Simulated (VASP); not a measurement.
Input of a VASP 6.6.1 run:

INCAR

```
SYSTEM = B3P4Ir
ALGO = Normal
EDIFF = 1E-6
EDIFFG = -0.01
ENCUT = 600
GGA = PE
IBRION = 2
ISIF = 3
ISMEAR = 0
LASPH = .True.
LCHARG = .False.
LREAL = .False.
LWAVE = .False.
NELM = 100
NSW = 100
PREC = Accurate
SIGMA = 0.1
```

File KPOINTS:

```
k-points
0
Gamma
  8 8 8
  0 0 0
```

File POSCAR:

```
B3P4Ir
1.0
    4.7562483960      0.0000000000      0.0000000000
    0.0000000000      4.7562483960      0.0000000000
    0.0000000000      0.0000000000      4.7562483960
B P Ir
3 4 1
Direct
    0.0000000000      0.5000000000      0.5000000000
    0.5000000000      0.5000000000      0.0000000000
    0.5000000000      0.0000000000      0.5000000000
    0.2686153043      0.7313846957      0.7313846957
    0.7313846957      0.7313846957      0.2686153043
    0.7313846957      0.2686153043      0.7313846957
    0.2686153043      0.2686153043      0.2686153043
    0.0000000000      0.0000000000      0.0000000000
```

Potentials or basis: VASP PAW PBE potentials, release 64 (B, P, Ir).

Run with:

```bash
$ cat potpaw_PBE.64/B/POTCAR potpaw_PBE.64/P/POTCAR potpaw_PBE.64/Ir/POTCAR > POTCAR
$ mpirun -np 1 vasp_std > vasp.out
```

(1) What does it give for the space group after relaxing (to 0.05 Å)?

(2) Estimate the relaxed cell.

Answers

(1) P-43m (No. 215).

(2) a = 4.759 Å, b = 4.759 Å, c = 4.759 Å, α = 90.00°, β = 90.00°, γ = 90.00°.
